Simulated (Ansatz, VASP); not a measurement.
# One calculation of Ga, two programs

```xyz
1
Lattice="-1.3936 1.3936 2.3265 1.3936 -1.3936 2.3265 1.3936 1.3936 -2.3265" Properties=species:S:1:pos:R:3 pbc="T T T"
Ga    0.0000    0.0000    0.0000
```

Change from the starting cell: volume scaled by 1.02.

Alike in both runs: task single point; functional revpbe exchange, lda correlation; k mesh 13 × 13 × 13; occupations gaussian, width 0.1 eV; collinear spin.

|  | VASP | Ansatz |
| --- | --- | --- |
| version | VASP 6.6.1 | Ansatz 0.2.0 |
| potentials or method | VASP PAW PBE potentials, release 64 (Ga_d), cutoff 500 eV | all-electron LAPW, scalar-relativistic |

|  | VASP | Ansatz | Ansatz less VASP |
| --- | --- | --- | --- |
| gap on the k mesh at the Fermi level (eV) | none | none | - |
| pressure (GPa) | 12.0 | 12.0 | -0.01 |
| traceless stress, the component that is largest in VASP (GPa) | -0.10 | -0.06 | +0.039 |
| net moment per atom (μB) | 0.00 | 0.00 | 0.000 |

VASP's potentials were made for PBE, not for revpbe exchange, lda correlation. A gap of «none» marks a metal or a gap that the smearing closes. Ansatz ran all-electron here, and VASP with PAW potentials.
